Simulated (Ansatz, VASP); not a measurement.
## Two plane-wave programs on ReS

```
Re S
1.0
     0.00000    2.61842    2.61842
     2.61842    0.00000    2.61842
     2.61842    2.61842    0.00000
Re S
1 1
Direct
  0.00000 0.00000 0.00000
  0.25000 0.25000 0.25000
```

Alike in both runs: functional PBE; k mesh 14 × 14 × 14; occupations gaussian, width 0.1 eV; no spin polarisation.

Ansatz relaxed the structure, and its values are those at the end. VASP's run is a single point on that final structure, the one shown.

|  | VASP | Ansatz |
| --- | --- | --- |
| version | VASP 6.6.1 | Ansatz 0.2.0 |
| potentials or method | VASP PAW PBE potentials, release 64 (Re, S), cutoff 520 eV | scalar-relativistic, plane waves, PAW |
| valence electrons in the cell | 13 | 21 |

```tsv
	VASP	Ansatz	Ansatz less VASP
gap on the k mesh at the Fermi level (eV)	none	none	-
pressure (GPa)	1.3	0.0	-1.28
```

A gap of «none» marks a metal or a gap that the smearing closes. VASP's potentials hold 13 valence electrons a cell and Ansatz's 21, so a difference there can come from the potentials and not from the codes.

Neither program's run includes spin-orbit coupling.
